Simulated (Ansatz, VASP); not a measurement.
Ta in VASP and in Ansatz

```xyz
4
Lattice="2.2557 -3.8231 0.0000 2.2557 3.8231 0.0000 0.0000 0.0000 4.5175" Properties=species:S:1:pos:R:3 pbc="T T T"
Ta    2.2557    2.6570    0.3546
Ta    2.2557   -1.1660    1.9041
Ta    2.2557   -2.6570    4.1629
Ta    2.2557    1.1660    2.6134
```

Alike in both runs: task relaxation of cell and atoms; functional r2SCAN; k mesh 4 × 4 × 4; occupations gaussian, width 0.1 eV; no spin polarisation.

|  | VASP | Ansatz |
| --- | --- | --- |
| version | VASP 6.6.1 | Ansatz 0.2.0 |
| potentials or method | VASP PAW PBE potentials, release 64 (Ta_pv), cutoff 600 eV | scalar-relativistic, plane waves, PAW |
| valence electrons in the cell | 44 | 52 |

Ansatz gave:

- gap on the k mesh at the Fermi level, each at its own relaxed structure (eV): none
- relaxed volume (Å³/atom): 18.74
- relaxed cell length with the largest relative difference (Å): 5.540

Question: Estimate VASP's values.

Answer: gap on the k mesh at the Fermi level, each at its own relaxed structure (eV): none; relaxed volume (Å³/atom): 18.81; relaxed cell length with the largest relative difference (Å): 5.551.

VASP's potentials were made for PBE, not for r2SCAN. A gap of «none» marks a metal or a gap that the smearing closes. VASP's potentials hold 44 valence electrons a cell and Ansatz's 52, so a difference there can come from the potentials and not from the codes.

The k mesh is coarse, so the values compare programs but aren't converged. Spin-orbit coupling is off throughout.
